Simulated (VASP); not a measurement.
Wanted: the native input for a VASP 6.6.1 run.

```yaml
Task: single point
Functional: PBE
Dispersion: D3(BJ)
Potentials_or_basis: VASP PAW PBE potentials, release 64 (P)
Cutoff: 520 eV
k_mesh: 8 × 6 × 1
Occupations: gaussian, width 0.05 eV
Spin: no spin polarisation
Dipole_correction: yes
Further_INCAR_settings: ALGO = Normal; EDIFF = 1e-07; NBANDS = 30
```

The structure of P lies in POSCAR:

```
P
1.0
    3.2961869271      0.0000000000      0.0000000000
    0.0000000000      4.4391555608      0.0000000000
    0.0000000000      0.0000000000     21.7461973993
P
8
Direct
    0.5000000000      0.9174951521      0.2069327302
    0.0000000000      0.5825048479      0.2069327302
    0.5000000000      0.0825048479      0.3045635326
    0.0000000000      0.4174951521      0.3045635326
    0.6250000000      0.2075048479      0.5234523761
    0.1250000000     -0.1274854563      0.5234523761
    0.6250000000     -0.6274854563      0.6210831784
    0.1250000000     -0.2924951521      0.6210831784
```

This cell differs from its parent crystal: layers slid over each other.

These files were run (other wordings do the same):

INCAR

```
ALGO = Normal ; DIPOL = 0.5 0.5 0.414
EDIFF = 1E-7 ; ENCUT = 520
GGA = PE ; IDIPOL = 3
ISIF = 2 ; ISMEAR = 0
IVDW = 12 ; LASPH = T
LCHARG = T ; LDIPOL = T
LELF = T ; LREAL = F
LVACPOTAV = T ; LVHAR = T
LWAVE = F ; NBANDS = 30
NELM = 80 ; PREC = Accurate
SIGMA = 0.05
```

KPOINTS

```
k-points
0
Gamma
  8 6 1
```

Potentials or basis: VASP PAW PBE potentials, release 64 (P).

The run is started by

```sh
$ cat potpaw_PBE.64/P/POTCAR > POTCAR
$ mpirun -np 1 vasp_std > vasp.out
```

It gave:

The largest force is 0.066 eV/Å. The band gap on the k mesh is 0.58 eV and the dispersion energy per atom is -0.265 eV.

Caveat: the cell differs from its parent crystal (layers slid over each other).

Wall time 3 min on 1 thread of Intel(R) Xeon(R) 6975P-C (Granite Rapids) (shared host), peak memory 0.46 GiB.
